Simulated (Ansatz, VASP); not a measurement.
## Two plane-wave programs on Pt

```
CELL_PARAMETERS angstrom
2.74810 0.00000 0.00000
-1.37405 2.37992 0.00000
0.00000 0.00000 9.22216
ATOMIC_POSITIONS crystal
Pt 0.00000 0.00000 0.00000
Pt 0.33333 0.66667 0.25000
Pt 0.00000 0.00000 0.50000
Pt 0.66667 0.33333 0.75000
```

Alike in both runs: functional PBEsol; k mesh 18 × 18 × 5; occupations gaussian, width 0.1 eV; no spin polarisation.

Ansatz relaxed the structure, and its values are those at the end. VASP's run is a single point on that final structure, the one shown.

|  | VASP | Ansatz |
| --- | --- | --- |
| version | VASP 6.6.1 | Ansatz 0.2.0 |
| potentials or method | VASP PAW PBE potentials, release 64 (Pt), cutoff 520 eV | scalar-relativistic, plane waves, PAW |
| valence electrons in the cell | 40 | 72 |

|  | VASP | Ansatz | Ansatz less VASP |
| --- | --- | --- | --- |
| gap on the k mesh at the Fermi level (eV) | none | none | - |
| pressure (GPa) | -0.4 | 0.0 | +0.37 |

VASP's potentials were made for PBE, not for PBEsol. A gap of «none» marks a metal or a gap that the smearing closes. With one functional, cell and mesh, what is left measures potentials, basis and numerics. VASP's potentials hold 40 valence electrons a cell and Ansatz's 72, so a difference there can come from the potentials and not from the codes.

Spin-orbit coupling is off throughout.
